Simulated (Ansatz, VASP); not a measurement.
# PbS: VASP beside Ansatz

```xyz
2
Lattice="0.0000 3.0836 2.9650 3.0836 0.0000 2.9650 3.0836 3.0836 0.0000" Properties=species:S:1:pos:R:3 pbc="T T T"
Pb    0.0000    0.0000    0.0000
S     3.0836    3.0836    2.9650
```

Change from the starting cell: strain +0.0400 x Voigt [1, 1, 0, 0, 0, 0], atoms carried along.

Alike in both runs: task single point; functional PBE; k mesh 10 × 10 × 10; occupations gaussian, width 0.03 eV; no spin polarisation.

```csv
,VASP,Ansatz
version,VASP 6.6.1,Ansatz 0.2.0
potentials or method,"VASP PAW PBE potentials, release 64 (Pb_d, S), cutoff 520 eV","scalar-relativistic, plane waves, PAW"
valence electrons in the cell,20,20
```

|  | VASP | Ansatz | Ansatz less VASP |
| --- | --- | --- | --- |
| gap on the k mesh at the Fermi level (eV) | 0.58 | 0.58 | -0.006 |
| least direct gap on the mesh (eV) | 0.58 | 0.58 | -0.006 |
| pressure (GPa) | -1.7 | -1.7 | +0.07 |
| traceless stress, the component that is largest in VASP (GPa) | 2.51 | 2.51 | -0.004 |

With one functional, cell and mesh, what is left measures potentials, basis and numerics.

Spin-orbit coupling is off throughout.
